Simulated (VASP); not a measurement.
Input of a VASP 6.6.1 run:

INCAR

```
SYSTEM = NiSb
  PREC = Accurate
  ENCUT = 520
  EDIFF = 1E-6
  ISMEAR = 0
  SIGMA = 0.05
  LREAL = .False.
  LASPH = .True.
  NELM = 150
  ALGO = Normal
  ISIF = 2
  LWAVE = .False.
  LCHARG = .False.
  ISPIN = 2
  MAGMOM = 0 0 0 0
  LORBIT = 11
  LMAXMIX = 4
  GGA = PE
  NBANDS = 27
```

Contents of KPOINTS:

```
Automatic mesh
0
Gamma
  12 12 8
  0 0 0
```

Contents of POSCAR:

```
NiSb
1.0
    3.9280000000      0.0000000000      0.0000000000
   -1.9640000000      3.4017477861      0.0000000000
    0.0000000000      0.0000000000      5.1200000000
Ni Sb
2 2
Direct
    0.0000000000      0.0000000000      0.0097656250
    0.0000000000      0.0000000000      0.5000000000
    0.3333333333      0.6666666667      0.2500000000
    0.6666666667      0.3333333333      0.7500000000
```

Potentials or basis: VASP PAW PBE potentials, release 64 (Ni, Sb).

Launch:

```console
$ cat potpaw_PBE.64/Ni/POTCAR potpaw_PBE.64/Sb/POTCAR > POTCAR
$ mpirun -np 1 vasp_std > vasp.out
```

Predict the band gap on the k mesh.

zero (filled and empty bands overlap).

Estimate the largest force.

0.474 eV/Å.

Stress tensor (GPa, compression positive):
```
3.84 0.00 0.00
0.00 3.84 0.00
0.00 0.00 3.54
```

Caveat: spin-orbit coupling is left out, which moves the levels of the heavy elements.
